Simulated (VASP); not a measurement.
Here is a VASP 6.6.1 calculation.

Contents of INCAR:

```
PREC = Accurate ; ENCUT = 500
EDIFF = 1E-6 ; ISMEAR = 0
SIGMA = 0.02 ; LREAL = F
LASPH = T ; NELM = 120
ALGO = Normal ; ISIF = 2
LWAVE = F ; LCHARG = F
GGA = PE ; NBANDS = 11
GGA_COMPAT = F
```

KPOINTS

```
regular mesh
0
Gamma
  8 8 8
```

POSCAR

```
Si
1.0
    0.0000000000      2.7349661885      2.7349661885
    2.7349661885      0.0000000000      2.7349661885
    2.7349661885      2.7349661885      0.0000000000
Si
2
Direct
    0.0000000000      0.0000000000      0.0000000000
    0.2500000000      0.2500000000      0.2500000000
```

Potentials or basis: VASP PAW PBE potentials, release 64 (Si).

Run with:

```console
$ cat potpaw_PBE.64/Si/POTCAR > POTCAR
$ mpirun -np 1 vasp_std > vasp.out
```

Problem. Estimate the pressure.

Solution. -0.1 GPa.

Problem. What does it give for the band gap on the k mesh?

Solution. 0.65 eV, indirect (least direct gap 2.56 eV).

A k mesh can miss the band edges. As with any semilocal functional, this PBE gap is likely too small.
